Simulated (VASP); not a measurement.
# YbC (Pm-3m) in VASP: settings compared

Aim: see how the results for YbC move with the level of theory and the settings. Levels: r2SCAN, PBE. Tasks: single point.

Everything below comes from runs of VASP 6.6.1. Logs are shortened: lines on timing, memory, paths and dates and some standing lists are left out, and cuts for length are marked.

## Step 1: The cell of the first run

Symmetry: Pm-3m, No. 221, cubic system. The conventional cell has a = 3.062 Å, b = 3.062 Å, c = 3.062 Å, α = 90.00°, β = 90.00°, γ = 90.00°. Yb (site symmetry m-3m) has 8 C at 2.65 Å and 6 Yb at 3.06 Å within 3.5 Å. Within 3.5 Å of C (site symmetry m-3m) lie 8 Yb at 2.65 Å and 6 C at 3.06 Å.

## Step 2: Single point, r2SCAN, collinear spin, ferromagnetic start (14.36 Å³/atom)

Input file POSCAR:

```
YbC
1.0
    3.0621341154      0.0000000000      0.0000000000
    0.0000000000      3.0621341154      0.0000000000
    0.0000000000      0.0000000000      3.0621341154
Yb C
1 1
Direct
    0.0000000000      0.0000000000      0.0000000000
    0.5000000000      0.5000000000      0.5000000000
```

Input file INCAR.step1:

```
PREC     = Accurate       # precision mode
ENCUT    = 520            # plane-wave cutoff, eV
ISMEAR   = 0              # smearing method
SIGMA    = 0.05           # smearing width, eV
LREAL    = F              # projectors in reciprocal space
LASPH    = T              # aspherical terms in the spheres
NELM     = 150            # most SCF steps
ISPIN    = 2              # spin polarisation
MAGMOM   = 0.35 0         # initial moments
LMAXMIX  = 6              # l up to which the mixer works
NBANDS   = 25             # bands
GGA      = PE             # functional
ALGO     = Normal         # electronic algorithm
EDIFF    = 1E-4           # SCF threshold, eV
LWAVE    = T              # write WAVECAR
LCHARG   = F              # write CHGCAR
```

Input file INCAR.step2:

```
PREC     = Accurate       # precision mode
ENCUT    = 520            # plane-wave cutoff, eV
EDIFF    = 1E-7           # SCF threshold, eV
ISMEAR   = 0              # smearing method
SIGMA    = 0.05           # smearing width, eV
LREAL    = F              # projectors in reciprocal space
LASPH    = T              # aspherical terms in the spheres
NELM     = 150            # most SCF steps
ALGO     = Normal         # electronic algorithm
ISIF     = 2              # what is computed and relaxed
LWAVE    = F              # write WAVECAR
LCHARG   = T              # write CHGCAR
ISPIN    = 2              # spin polarisation
MAGMOM   = 0.35 0         # initial moments
LORBIT   = 11             # projections on sites
LMAXMIX  = 6              # l up to which the mixer works
METAGGA  = R2SCAN         # meta-GGA
LMIXTAU  = T            
LELF     = T              # ELF
LVHAR    = T            
NBANDS   = 25             # bands
ISTART   = 1
```

Input file KPOINTS:

```
Automatic mesh
0
Gamma
  12 12 12
```

Potentials or basis: VASP PAW PBE potentials, release 64 (Yb, C).

The run is started by

```bash
$ cat potpaw_PBE.64/Yb/POTCAR potpaw_PBE.64/C/POTCAR > POTCAR
$ cp INCAR.step1 INCAR
$ mpirun -np 1 vasp_std > vasp.out
$ cp INCAR.step2 INCAR
$ mpirun -np 1 vasp_std > vasp.out
```

OUTCAR:

```text
PREC = Accurate
   ENCUT = 520
   EDIFF = 1E-7
   ISMEAR = 0
   LREAL = F
   LASPH = T
   NELM = 150
   ISIF = 2
   ISPIN = 2
   LORBIT = 11
   METAGGA = R2SCAN
   ISTART = 1

 ion  position               nearest neighbor table
   1  0.000  0.000  0.000-   2 2.65   2 2.65   2 2.65   2 2.65   2 2.65   2 2.65   2 2.65   2 2.65

   2  0.500  0.500  0.500-   1 2.65   1 2.65   1 2.65   1 2.65   1 2.65   1 2.65   1 2.65   1 2.65

  LATTYP: Found a simple cubic cell.
 ALAT       =     3.0621341154

  Lattice vectors:

 A1 = (   3.0621341154,   0.0000000000,   0.0000000000)
 A2 = (   0.0000000000,   3.0621341154,   0.0000000000)
 A3 = (   0.0000000000,   0.0000000000,   3.0621341154)

Analysis of symmetry for initial positions (statically):
=====================================================================
 Subroutine PRICEL returns:
 Original cell was already a primitive cell.

 Routine SETGRP: Setting up the symmetry group for a
 simple cubic supercell.

 Subroutine GETGRP returns: Found 48 space group operations
 (whereof 48 operations were pure point group operations)
 out of a pool of 48 trial point group operations.

The static configuration has the point symmetry O_h .

Analysis of symmetry for dynamics (positions and initial velocities):
=====================================================================
 Subroutine PRICEL returns:
 Original cell was already a primitive cell.

 Routine SETGRP: Setting up the symmetry group for a
 simple cubic supercell.

 Subroutine GETGRP returns: Found 48 space group operations
 (whereof 48 operations were pure point group operations)
 out of a pool of 48 trial point group operations.

The dynamic configuration has the point symmetry O_h .

Analysis of structural, dynamic, and magnetic symmetry:
=====================================================================
 Subroutine PRICEL returns:
 Original cell was already a primitive cell.

 Routine SETGRP: Setting up the symmetry group for a
 simple cubic supercell.

 Subroutine GETGRP returns: Found 48 space group operations
 (whereof 48 operations were pure point group operations)
 out of a pool of 48 trial point group operations.

The overall configuration has the point symmetry O_h .

 Subroutine INISYM returns: Found 48 space group operations
 (whereof 48 operations are pure point group operations),
 and found     1 'primitive' translations

----------------------------------------------------------------------------------------

                                     Primitive cell

  volume of cell :      28.7126

  direct lattice vectors                    reciprocal lattice vectors
     3.062134115  0.000000000  0.000000000     0.326569628  0.000000000  0.000000000
     0.000000000  3.062134115  0.000000000     0.000000000  0.326569628  0.000000000
     0.000000000  0.000000000  3.062134115     0.000000000  0.000000000  0.326569628

  length of vectors
     3.062134115  3.062134115  3.062134115     0.326569628  0.326569628  0.326569628

  position of ions in fractional coordinates (direct lattice)
     0.000000000  0.000000000  0.000000000
     0.500000000  0.500000000  0.500000000

  ion indices of the primitive-cell ions
   primitive index   ion index
                 1           1
                 2           2

----------------------------------------------------------------------------------------

 KPOINTS: Automatic mesh

Automatic generation of k-mesh.
 Grid dimensions read from file:
 generate k-points for:   12   12   12

 Generating k-lattice:

  Cartesian coordinates                     Fractional coordinates (reciprocal lattice)
     0.027214136  0.000000000  0.000000000     0.083333333  0.000000000  0.000000000
     0.000000000  0.027214136  0.000000000     0.000000000  0.083333333  0.000000000
     0.000000000  0.000000000  0.027214136     0.000000000  0.000000000  0.083333333

  Length of vectors
     0.027214136  0.027214136  0.027214136

  Shift w.r.t. Gamma in fractional coordinates (k-lattice)
     0.000000000  0.000000000  0.000000000

 Subroutine IBZKPT returns following result:
 ===========================================

 Found     84 irreducible k-points:

 Following reciprocal coordinates:
            Coordinates               Weight
  0.000000  0.000000  0.000000      1.000000
  0.083333  0.000000  0.000000      6.000000
  0.166667  0.000000  0.000000      6.000000
  0.250000  0.000000  0.000000      6.000000
  0.333333  0.000000  0.000000      6.000000
  0.416667  0.000000  0.000000      6.000000
[... 16 lines left out ...]
  0.333333  0.333333  0.000000     12.000000
  0.416667  0.333333  0.000000     24.000000
 [... further k-points ...]
   k-points           NKPTS =     84   k-points in BZ     NKDIM =     84   number of bands    NBANDS=     25
   number of dos      NEDOS =    301   number of ions     NIONS =      2
   total plane-waves  NPLWV =  13824
   dimension x,y,z NGX =    24 NGY =   24 NGZ =   24
   dimension x,y,z NGXF=    48 NGYF=   48 NGZF=   48
   ions per type =               1   1
   NGX,Y,Z   is equivalent  to a cutoff of  13.03, 13.03, 13.03 a.u.
   NGXF,Y,Z  is equivalent  to a cutoff of  26.06, 26.06, 26.06 a.u.
 SYSTEM =  unknown system
   PREC   = accura    normal or accurate (medium, high low for compatibility)
   ISTART =      1    job   : 0-new  1-cont  2-samecut
   ICHARG =      0    charge: 1-file 2-atom 10-const
   ISPIN  =      2    spin polarized calculation?
   LNONCOLLINEAR =      F non collinear calculations
   LSORBIT =      F    spin-orbit coupling
   LASPH  =      T    aspherical Exc in radial PAW
   ENCUT  =  520.0 eV  38.22 Ry    6.18 a.u.   5.69  5.69  5.69*2*pi/ulx,y,z
   NELM   =    150;   NELMIN=  2; NELMDL=  0     # of ELM steps
   EDIFF  = 0.1E-06   stopping-criterion for ELM
   LREAL  =      F    real-space projection
   EDIFFG = 0.1E-05   stopping-criterion for IOM
   NSW    =      0    number of steps for IOM
   IBRION =     -1    ionic relax: 0-MD 1-quasi-New 2-CG
   NFREE  =      0    steps in history (QN), initial steepest desc. (CG)
   ISIF   =      2    stress and relaxation
   ISYM   =      2    0-nonsym 1-usesym 2-fastsym
   POTIM  = 0.5000    time-step for ionic-motion
   TEBEG  =    0.0;   TEEND  =   0.0 temperature during run
   PSTRESS=    0.0 pullay stress
   NELECT =      28.0000    total number of electrons
   NUPDOWN=      -1.0000    fix difference up-down
   EMIN   =  10.00;   EMAX   =-10.00  energy-range for DOS
   EFERMI =   0.00;   METHOD = LEGACY
   ISMEAR =     0;   SIGMA  =   0.05  broadening in eV -4-tet -1-fermi 0-gaus
   EFERMI_NEDOS =   21; number of points for ismear=-14 and -15
   IALGO  =     38    algorithm
   IMIX   =      4    mixing-type and parameters
     AMIX     =   0.40;   BMIX     =  1.00
     AMIX_MAG =   1.60;   BMIX_MAG =  1.00
  volume/ion in A,a.u.               =      14.36        96.88
  Fermi-wavevector in a.u.,A,eV,Ry     =   1.623441  3.067860 35.859000  2.635562
  Thomas-Fermi vector in A             =   2.716891
   LORBIT       =     11    0 simple, 1 ext, 2 COOP (PROOUT), +10 PAW based schemes
   METAGGA = R2SCAN    functional components
   LHFCALC =     F    Hartree Fock is set to
   AEXX    =    0.0000 exact exchange contribution
   IVDW    =     0    specifies the selected vdW correction
   LEPSILON=     F    determine dielectric tensor
   LRPA    =     F    only Hartree local field effects (RPA)
 spin polarized calculation
 Gauss-broadening in eV      SIGMA  =   0.05
  energy-cutoff  :      520.00
  volume of cell :       28.71
 maximum number of plane-waves:       804
 NGX is ok and might be reduce to    24
   NGX = 11   NGY = 11   NGZ = 11

 number of electron      28.0000009 magnetization       0.0000089

 number of electron      28.0000009 magnetization      -0.0000029

 Free energy of the ion-electron system (eV)
  ---------------------------------------------------
  ext. energy  EPLUGINS =         0.00000000
  ---------------------------------------------------
  free energy    TOTEN  =       -44.49172644 eV

  energy without entropy =      -44.48963365  energy(sigma->0) =      -44.49068004

 E-fermi :   3.6421     XC(G=0): -12.9919

 val. band max:        3.6294473220   @ k =   0.3333   0.3333   0.2500
 cond. band min:       3.6452731739   @ k =   0.3333   0.2500   0.2500
 fundamental gap:      0.0158258520
 Fermi energy:         3.6420884872

 spin component 1

 k-point     1 :       0.0000    0.0000    0.0000
  band No.  band energies     occupation
      1     -49.4355      1.00000
      2     -20.6111      1.00000
      3     -20.6111      1.00000
      4     -20.6111      1.00000
      5      -8.3406      1.00000
      6       2.7618      1.00000
[... 17 lines left out ...]
     24      25.7582      0.00000
     25      25.7583      0.00000

 k-point     2 :       0.0833    0.0000    0.0000
  band No.  band energies     occupation
      1     -49.4311      1.00000
      2     -20.6906      1.00000
      3     -20.6039      1.00000
      4     -20.6039      1.00000
      5      -8.2128      1.00000
      6       2.6728      1.00000
[... 17 lines left out ...]
     24      25.1800      0.00000
     25      25.1800      0.00000
[... 586 lines left out ...]
     24      21.4465      0.00000
     25      24.2982      0.00000

 k-point    24 :       0.4167    0.3333    0.0000
  band No.  band energies     occupation
      1     -49.3266      1.00000
      2     -21.4622      1.00000
      3     -21.2510      1.00000
      4     -20.4396      1.00000
      5      -6.1910      1.00000
      6       0.6565      1.00000
[... 17 lines left out ...]
     24      21.4480      0.00000
     25      24.9670      0.00000

 [... further k-points ...]

 spin component 2

 k-point     1 :       0.0000    0.0000    0.0000
  band No.  band energies     occupation
      1     -49.4355      1.00000
      2     -20.6111      1.00000
      3     -20.6111      1.00000
      4     -20.6111      1.00000
      5      -8.3406      1.00000
      6       2.7618      1.00000
[... 17 lines left out ...]
     24      25.7582      0.00000
     25      25.7582      0.00000

 k-point     2 :       0.0833    0.0000    0.0000
  band No.  band energies     occupation
      1     -49.4311      1.00000
      2     -20.6906      1.00000
      3     -20.6039      1.00000
      4     -20.6039      1.00000
      5      -8.2128      1.00000
      6       2.6728      1.00000
[... 17 lines left out ...]
     24      25.1800      0.00000
     25      25.2336      0.00000
[... 586 lines left out ...]
     24      21.4465      0.00000
     25      24.2982      0.00000

 k-point    24 :       0.4167    0.3333    0.0000
  band No.  band energies     occupation
      1     -49.3266      1.00000
      2     -21.4622      1.00000
      3     -21.2510      1.00000
      4     -20.4396      1.00000
      5      -6.1910      1.00000
      6       0.6565      1.00000
[... 17 lines left out ...]
     24      21.4480      0.00000
     25      24.9670      0.00000

 [... further k-points ...]
[... 5 lines left out ...]
  --------------------------------------------------------------------------------------
  -------------------------------------------------------------------------------------
  Total       -0.7960478     -0.7960478     -0.7960478      0.0000000      0.0000000     -0.0000000
  in kB      -44.4198540    -44.4198540    -44.4198540      0.0000000      0.0000000     -0.0000000
  external PRESSURE =     -44.4198540 kB  Pullay stress =       0.0000000 kB

 VOLUME and BASIS-vectors are now :
 -----------------------------------------------------------------------------
  energy-cutoff  :      520.00
  volume of cell :       28.71
      direct lattice vectors                 reciprocal lattice vectors
     3.062134115  0.000000000  0.000000000     0.326569628  0.000000000  0.000000000
     0.000000000  3.062134115  0.000000000     0.000000000  0.326569628  0.000000000
     0.000000000  0.000000000  3.062134115     0.000000000  0.000000000  0.326569628

 POSITION                                       TOTAL-FORCE (eV/Angst)
 -----------------------------------------------------------------------------------
      0.00000      0.00000      0.00000         0.000000      0.000000      0.000000
      1.53107      1.53107      1.53107         0.000000      0.000000      0.000000
 -----------------------------------------------------------------------------------
    total drift:                                0.000000      0.000000      0.000000

  FREE ENERGIE OF THE ION-ELECTRON SYSTEM (eV)
  ---------------------------------------------------
  free  energy   TOTEN  =       -44.4917264410 eV

  energy  without entropy=      -44.4896336452  energy(sigma->0) =      -44.49068004

 total charge

# of ion       s       p       d       f       tot
--------------------------------------------------
    1        2.156   6.046   0.473  13.444  22.119
    2        0.915   1.295   0.000   0.000   2.210
--------------------------------------------------
tot          3.070   7.341   0.473  13.444  24.329

 magnetization (x)

# of ion       s       p       d       f       tot
--------------------------------------------------
    1       -0.000  -0.000   0.000  -0.000  -0.000
    2       -0.000   0.000   0.000   0.000  -0.000
--------------------------------------------------
tot         -0.000  -0.000   0.000  -0.000  -0.000
```

Run time: 18 min. Hardware: 1 thread of AMD EPYC 7R43 (Zen 3), shared host; peak memory 0.21 GiB.

What came out:

| Item | Value |
| --- | --- |
| Free energy | -44.4917 eV |
| Pressure | -4.4 GPa |
| Band gap on the k mesh | zero (filled and empty bands overlap) |
| Net moment | 0.00 μB per cell |
| Valence electrons inside the program's atomic spheres | Yb 22.12; C 2.21 |

Caveat: the cell stands under tension; the PAW data sets were made with another functional, which shifts forces and pressure a little; spin-orbit coupling is left out, which moves the levels of the heavy elements. The state reached can hang on the start; a lower one may exist.

[end of part 1 of 2]

The gap in the log of VASP goes by the Fermi energy; the results here count the filled bands.